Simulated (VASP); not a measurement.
Write the native input for VASP 6.6.1 that does the following.

* Task: single point
* Functional: LDA
* Potentials or basis: VASP PAW LDA potentials, release 64 (Si, W_sv)
* Cutoff: 500 eV
* k mesh: 11 × 11 × 14
* Occupations: fermi-dirac, width 0.05 eV
* Spin: no spin polarisation
* Dipole correction: no
* Further INCAR settings: ALGO = Normal; EDIFF = 1e-06; NBANDS = 18; ISYM = 0

The structure of Si2W lies in POSCAR:

```
Si2W
1.0
   -1.5842946366      1.5842946366      3.8867502291
    1.5842946366     -1.5842946366      3.8867502291
    1.5842946366      1.5842946366     -3.8867502291
Si W
2 1
Direct
    0.3330000000      0.3330000000      0.0000000000
    0.6670000000      0.6670000000      0.0000000000
    0.0000000000      0.0000000000      0.0000000000
```

One way to write it, as run:

INCAR

```
PREC = Accurate
ENCUT = 500
EDIFF = 1E-6
ISMEAR = -1
SIGMA = 0.05
LREAL = False
LASPH = True
NELM = 120
ALGO = Normal
ISIF = 2
LWAVE = False
LCHARG = False
ISYM = 0
NBANDS = 18
GGA_COMPAT = False
```

KPOINTS

```
regular mesh
0
Gamma
  11 11 14
```

Potentials or basis: VASP PAW LDA potentials, release 64 (Si, W_sv).

Command:

```bash
$ cat potpaw_LDA.64/Si/POTCAR potpaw_LDA.64/W_sv/POTCAR > POTCAR
$ mpirun -np 1 vasp_std > vasp.out
```

Results of the run:

The pressure is 3.0 GPa, the largest force is 0.232 eV/Å and the band gap on the k mesh is zero (bands 11 and 12 overlap by 1.32 eV).

Caveat: spin-orbit coupling is left out, which moves the levels of the heavy elements.

Run time: 4.1 min on 1 thread of Intel(R) Xeon(R) 6975P-C (Granite Rapids), with other jobs on the host, peak memory 0.6 GiB.
